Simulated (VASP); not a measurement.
A run of VASP 6.6.1:

File INCAR:

```
ALGO     = Normal         # electronic algorithm
EDIFF    = 1E-6           # SCF threshold, eV
ENCUT    = 600            # plane-wave cutoff, eV
GGA      = PE             # functional
GGA_COMPAT= F            
ISIF     = 2              # what is computed and relaxed
ISMEAR   = 0              # smearing method
LASPH    = T              # aspherical terms in the spheres
LCHARG   = F              # write CHGCAR
LREAL    = F              # projectors in reciprocal space
LWAVE    = F              # write WAVECAR
NBANDS   = 26             # bands
NELM     = 120            # most SCF steps
PREC     = Accurate       # precision mode
SIGMA    = 0.15           # smearing width, eV
```

File KPOINTS:

```
k-points
0
Gamma
  3 3 3
```

Contents of POSCAR:

```
Be2ZnO3
1.0
    5.1760169205     -0.0000000035      0.0000000000
   -2.5880084572      4.4825621453      0.0000000000
    0.0000000000      0.0000000000      3.0235553321
Be Zn O
2 1 3
Direct
    0.3333333333      0.6666666667      0.5000000000
    0.6666666667      0.3333333333      0.5000000000
    0.0000000000      0.0000000000      0.0000000000
    0.5000000000      0.0000000000      0.5000000000
    0.0000000000      0.5000000000      0.5000000000
    0.5000000000      0.5000000000      0.5000000000
```

Potentials or basis: VASP PAW PBE potentials, release 64 (Be, Zn, O).

Command:

```sh
$ cat potpaw_PBE.64/Be/POTCAR potpaw_PBE.64/Zn/POTCAR potpaw_PBE.64/O/POTCAR > POTCAR
$ mpirun -np 1 vasp_std > vasp.out
```

Hardware: 1 thread of Intel(R) Xeon(R) Platinum 8259CL CPU @ 2.50GHz (Skylake/Cascade Lake), on a shared host.

Problem. How long does it take, and how much memory?

Solution. Run time: 28 s on 1 thread of Intel(R) Xeon(R) Platinum 8259CL CPU @ 2.50GHz (Skylake/Cascade Lake) (shared host), peak memory 0.19 GiB. Counts: scf iterations 15, k points 6.
